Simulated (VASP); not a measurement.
# Ti in VASP: single point with LDA

Aim: the single point of Ti with LDA.

Everything below comes from runs of VASP 6.6.1. Logs are shortened: lines on timing, memory, paths and dates and some standing lists are left out, and cuts for length are marked.

**1. The cell of the first run**

The cell holds a slab with vacuum, 6 atoms: a = 2.770 Å, b = 4.451 Å, c = 20.424 Å, α = 90.00°, β = 90.00°, γ = 90.00°.

**2. Single point, LDA**

The input, INCAR:

```
  ALGO = Normal
  DIPOL = 0.5 0.5 0.500
  EDIFF = 1E-6
  ENCUT = 520
  GGA = CA
  IDIPOL = 3
  ISIF = 2
  ISMEAR = 0
  LASPH = T
  LCHARG = T
  LDIPOL = T
  LELF = T
  LREAL = F
  LVACPOTAV = T
  LVHAR = T
  LWAVE = F
  NBANDS = 45
  NELM = 80
  PREC = Accurate
  SIGMA = 0.1
```

The input, KPOINTS:

```
k-points
0
Gamma
  10 7 1
```

The input, POSCAR:

```
Ti
1.0
    2.7704590384      0.0000000000      0.0000000000
    0.0000000000      4.4509686773      0.0000000000
    0.0000000000      0.0000000000     20.4244199099
Ti
6
Direct
    0.5000000000      0.0000000000      0.3427269920
    0.0000000000      0.5000000000      0.4056361952
    0.5000000000      0.0000000000      0.4685453984
    0.5000000000      0.5000000000      0.5321469965
    0.0000000000      0.0000000000      0.5945724858
    0.5000000000      0.5000000000      0.6539136045
```

Potentials or basis: VASP PAW LDA potentials, release 64 (Ti_sv).

Launch:

```
$ cat potpaw_LDA.64/Ti_sv/POTCAR > POTCAR
$ mpirun -np 1 vasp_std > vasp.out
```

OUTCAR:

```text
EDIFF = 1E-6
   ENCUT = 520
   GGA = CA
   ISIF = 2
   ISMEAR = 0
   LASPH = T
   LREAL = F
   NELM = 80
   PREC = Accurate

 ion  position               nearest neighbor table
   1  0.500  0.000  0.343-   3 2.57   2 2.92   2 2.92   2 2.92   2 2.92
   2  0.000  0.500  0.406-   1 2.92   3 2.92   1 2.92   3 2.92   1 2.92   3 2.92   1 2.92   3 2.92

   3  0.500  0.000  0.469-   1 2.57   4 2.58   4 2.58   2 2.92   2 2.92   2 2.92   2 2.92
   4  0.500  0.500  0.532-   6 2.49   3 2.58   3 2.58   5 2.92   5 2.92   5 2.92   5 2.92
   5  0.000  0.000  0.595-   6 2.89   6 2.89   6 2.89   6 2.89   4 2.92   4 2.92   4 2.92   4 2.92

   6  0.500  0.500  0.654-   4 2.49   5 2.89   5 2.89   5 2.89   5 2.89

  LATTYP: Found a simple orthorhombic cell.
 ALAT       =     2.7704590384
 B/A-ratio  =     1.6065816587
 C/A-ratio  =     7.3722150831

  Lattice vectors:

 A1 = (   2.7704590384,   0.0000000000,   0.0000000000)
 A2 = (   0.0000000000,   4.4509686773,   0.0000000000)
 A3 = (   0.0000000000,   0.0000000000,  20.4244199099)

Analysis of symmetry for initial positions (statically):
=====================================================================
 Subroutine PRICEL returns:
 Original cell was already a primitive cell.

 Routine SETGRP: Setting up the symmetry group for a
 simple orthorhombic supercell.

 Subroutine GETGRP returns: Found  4 space group operations
 (whereof  4 operations were pure point group operations)
 out of a pool of  8 trial point group operations.

The static configuration has the point symmetry C_2v.

Analysis of symmetry for dynamics (positions and initial velocities):
=====================================================================
 Subroutine PRICEL returns:
 Original cell was already a primitive cell.

 Routine SETGRP: Setting up the symmetry group for a
 simple orthorhombic supercell.

 Subroutine GETGRP returns: Found  4 space group operations
 (whereof  4 operations were pure point group operations)
 out of a pool of  8 trial point group operations.

The dynamic configuration has the point symmetry C_2v.

 Subroutine INISYM returns: Found  4 space group operations
 (whereof  4 operations are pure point group operations),
 and found     1 'primitive' translations

----------------------------------------------------------------------------------------

                                     Primitive cell

  volume of cell :     251.8581

  direct lattice vectors                    reciprocal lattice vectors
     2.770459038  0.000000000  0.000000000     0.360951014  0.000000000  0.000000000
     0.000000000  4.450968677  0.000000000     0.000000000  0.224670195  0.000000000
     0.000000000  0.000000000 20.424419910     0.000000000  0.000000000  0.048960999

  length of vectors
     2.770459038  4.450968677 20.424419910     0.360951014  0.224670195  0.048960999

  position of ions in fractional coordinates (direct lattice)
     0.500000000  0.000000000  0.342726992
     0.000000000  0.500000000  0.405636195
     0.500000000  0.000000000  0.468545398
     0.500000000  0.500000000  0.532146997
     0.000000000  0.000000000  0.594572486
     0.500000000  0.500000000  0.653913604

  ion indices of the primitive-cell ions
   primitive index   ion index
                 1           1
                 2           2
                 3           3
                 4           4
                 5           5
                 6           6

----------------------------------------------------------------------------------------

 KPOINTS: k-points

Automatic generation of k-mesh.
 Grid dimensions read from file:
 generate k-points for:   10    7    1

 Generating k-lattice:

  Cartesian coordinates                     Fractional coordinates (reciprocal lattice)
     0.036095101  0.000000000  0.000000000     0.100000000  0.000000000  0.000000000
     0.000000000  0.032095742  0.000000000     0.000000000  0.142857143  0.000000000
     0.000000000  0.000000000  0.048960999     0.000000000  0.000000000  1.000000000

  Length of vectors
     0.036095101  0.032095742  0.048960999

  Shift w.r.t. Gamma in fractional coordinates (k-lattice)
     0.000000000  0.000000000  0.000000000

 Subroutine IBZKPT returns following result:
 ===========================================

 Found     24 irreducible k-points:

 Following reciprocal coordinates:
            Coordinates               Weight
  0.000000  0.000000  0.000000      1.000000
  0.100000  0.000000  0.000000      2.000000
  0.200000  0.000000  0.000000      2.000000
  0.300000  0.000000  0.000000      2.000000
  0.400000  0.000000  0.000000      2.000000
  0.500000  0.000000  0.000000      1.000000
[... 16 lines left out ...]
  0.400000  0.428571  0.000000      4.000000
  0.500000  0.428571  0.000000      2.000000
   k-points           NKPTS =     24   k-points in BZ     NKDIM =     24   number of bands    NBANDS=     45
   number of dos      NEDOS =    301   number of ions     NIONS =      6
   total plane-waves  NPLWV = 138240
   dimension x,y,z NGX =    24 NGY =   36 NGZ =  160
   dimension x,y,z NGXF=    48 NGYF=   72 NGZF=  320
   ions per type =               6
   NGX,Y,Z   is equivalent  to a cutoff of  14.40, 13.45, 13.02 a.u.
   NGXF,Y,Z  is equivalent  to a cutoff of  28.80, 26.89, 26.05 a.u.
 SYSTEM =  unknown system
   PREC   = accura    normal or accurate (medium, high low for compatibility)
   ISTART =      0    job   : 0-new  1-cont  2-samecut
   ICHARG =      2    charge: 1-file 2-atom 10-const
   ISPIN  =      1    spin polarized calculation?
   LNONCOLLINEAR =      F non collinear calculations
   LSORBIT =      F    spin-orbit coupling
   LASPH  =      T    aspherical Exc in radial PAW
   ENCUT  =  520.0 eV  38.22 Ry    6.18 a.u.   5.15  8.28 37.98*2*pi/ulx,y,z
   NELM   =     80;   NELMIN=  2; NELMDL= -5     # of ELM steps
   EDIFF  = 0.1E-05   stopping-criterion for ELM
   LREAL  =      F    real-space projection
   EDIFFG = 0.1E-04   stopping-criterion for IOM
   NSW    =      0    number of steps for IOM
   IBRION =     -1    ionic relax: 0-MD 1-quasi-New 2-CG
   NFREE  =      0    steps in history (QN), initial steepest desc. (CG)
   ISIF   =      2    stress and relaxation
   ISYM   =      2    0-nonsym 1-usesym 2-fastsym
   POTIM  = 0.5000    time-step for ionic-motion
   TEBEG  =    0.0;   TEEND  =   0.0 temperature during run
   PSTRESS=    0.0 pullay stress
   NELECT =      72.0000    total number of electrons
   NUPDOWN=      -1.0000    fix difference up-down
   EMIN   =  10.00;   EMAX   =-10.00  energy-range for DOS
   EFERMI =   0.00;   METHOD = LEGACY
   ISMEAR =     0;   SIGMA  =   0.10  broadening in eV -4-tet -1-fermi 0-gaus
   EFERMI_NEDOS =   21; number of points for ismear=-14 and -15
   IALGO  =     38    algorithm
   IMIX   =      4    mixing-type and parameters
     AMIX     =   0.40;   BMIX     =  1.00
     AMIX_MAG =   1.60;   BMIX_MAG =  1.00
  volume/ion in A,a.u.               =      41.98       283.27
  Fermi-wavevector in a.u.,A,eV,Ry     =   1.078451  2.037976 15.824339  1.163056
  Thomas-Fermi vector in A             =   2.214390
   LORBIT       =      0    0 simple, 1 ext, 2 COOP (PROOUT), +10 PAW based schemes
   GGA     = CA    functional components
   LHFCALC =     F    Hartree Fock is set to
   AEXX    =    0.0000 exact exchange contribution
   IVDW    =     0    specifies the selected vdW correction
   LEPSILON=     F    determine dielectric tensor
   LRPA    =     F    only Hartree local field effects (RPA)
 non-spin polarized calculation
 Gauss-broadening in eV      SIGMA  =   0.10
  energy-cutoff  :      520.00
  volume of cell :      251.86
 maximum number of plane-waves:      6820
 NGX is ok and might be reduce to    24
   NGX = 11   NGY = 17   NGZ = 75

 dipolmoment           0.000000      0.000000     -0.005203 electrons x Angstroem

 number of electron      71.9999990 magnetization

 dipolmoment           0.000000      0.000000      0.004656 electrons x Angstroem

 Free energy of the ion-electron system (eV)
  ---------------------------------------------------
  ext. energy  EPLUGINS =         0.00000000
  ---------------------------------------------------
  free energy    TOTEN  =       -47.52625300 eV

  energy without entropy =      -47.48266493  energy(sigma->0) =      -47.50445897

 E-fermi :   1.2192     XC(G=0):  -5.7872

 val. band max:        1.2113977113   @ k =   0.1000   0.2857   0.0000
 cond. band min:       1.2450697936   @ k =   0.3000   0.1429   0.0000
 fundamental gap:      0.0336720823
 Fermi energy:         1.2191886531

 k-point     1 :       0.0000    0.0000    0.0000
  band No.  band energies     occupation
      1     -54.9515      2.00000
      2     -54.9072      2.00000
      3     -54.7602      2.00000
      4     -54.7289      2.00000
      5     -54.5276      2.00000
      6     -54.3708      2.00000
[... 37 lines left out ...]
     44       2.4033      0.00000
     45       2.8217      0.00000

 k-point     2 :       0.1000    0.0000    0.0000
  band No.  band energies     occupation
      1     -54.9435      2.00000
      2     -54.8987      2.00000
      3     -54.7534      2.00000
      4     -54.7228      2.00000
      5     -54.5216      2.00000
      6     -54.3640      2.00000
[... 37 lines left out ...]
     44       2.3910      0.00000
     45       2.6837      0.00000

 k-point     3 :       0.2000    0.0000    0.0000
  band No.  band energies     occupation
      1     -54.9226      2.00000
      2     -54.8765      2.00000
      3     -54.7357      2.00000
      4     -54.7069      2.00000
      5     -54.5059      2.00000
      6     -54.3462      2.00000
[... 997 lines left out ...]
     44       2.5865      0.00000
     45       2.6846      0.00000

 k-point    24 :       0.5000    0.4286    0.0000
  band No.  band energies     occupation
      1     -54.8670      2.00000
      2     -54.8165      2.00000
      3     -54.6892      2.00000
      4     -54.6649      2.00000
      5     -54.4128      2.00000
      6     -54.3524      2.00000
[... 37 lines left out ...]
     44       2.6186      0.00000
     45       2.7078      0.00000

------------------------ aborting loop because EDIFF is reached ----------------------------------------

  FORCE on cell =-STRESS in cart. coord.  units (eV):
  Direction    XX          YY          ZZ          XY          YZ          ZX
  --------------------------------------------------------------------------------------
  -------------------------------------------------------------------------------------
  Total       -4.0987234     -5.9164308     -0.9828467      0.0000000      0.0000000      0.0000000
  in kB      -26.0737315    -37.6369452     -6.2523081      0.0000000      0.0000000      0.0000000
  external PRESSURE =     -23.3209950 kB  Pullay stress =       0.0000000 kB

 VOLUME and BASIS-vectors are now :
 -----------------------------------------------------------------------------
  energy-cutoff  :      520.00
  volume of cell :      251.86
      direct lattice vectors                 reciprocal lattice vectors
     2.770459038  0.000000000  0.000000000     0.360951014  0.000000000  0.000000000
     0.000000000  4.450968677  0.000000000     0.000000000  0.224670195  0.000000000
     0.000000000  0.000000000 20.424419910     0.000000000  0.000000000  0.048960999

 POSITION                                       TOTAL-FORCE (eV/Angst)
 -----------------------------------------------------------------------------------
      1.38523      0.00000      7.00000         0.000000      0.000000      0.399855
      0.00000      2.22548      8.28488         0.000000      0.000000     -0.096714
      1.38523      0.00000      9.56977         0.000000      0.000000     -0.276461
      1.38523      2.22548     10.86879         0.000000      0.000000     -0.016043
      0.00000      0.00000     12.14380         0.000000      0.000000     -0.004726
      1.38523      2.22548     13.35581         0.000000      0.000000     -0.005911
 -----------------------------------------------------------------------------------
    total drift:                                0.000000      0.000000     -0.000542

  FREE ENERGIE OF THE ION-ELECTRON SYSTEM (eV)
  ---------------------------------------------------
  free  energy   TOTEN  =       -47.5262529988 eV

  energy  without entropy=      -47.4826649329  energy(sigma->0) =      -47.50445897

 vacuum level on the upper side and lower side of the slab         4.947         4.879
```

Run time: 12 min. Hardware: 1 thread of Intel Xeon Platinum 8375C at 2.90GHz (Ice Lake), shared host; peak memory 0.39 GiB.

What came out:

```
Free energy            : -47.5263 eV
Largest force          : 0.400 eV/Å
Band gap on the k mesh : zero (bands 36 and 37 overlap by 0.14 eV)
```

Forces on the atoms (eV/Å):
```
Ti   0.000  0.000  0.400
Ti   0.000  0.000 -0.097
Ti   0.000  0.000 -0.276
Ti   0.000  0.000 -0.016
Ti   0.000  0.000 -0.005
Ti   0.000  0.000 -0.006
```
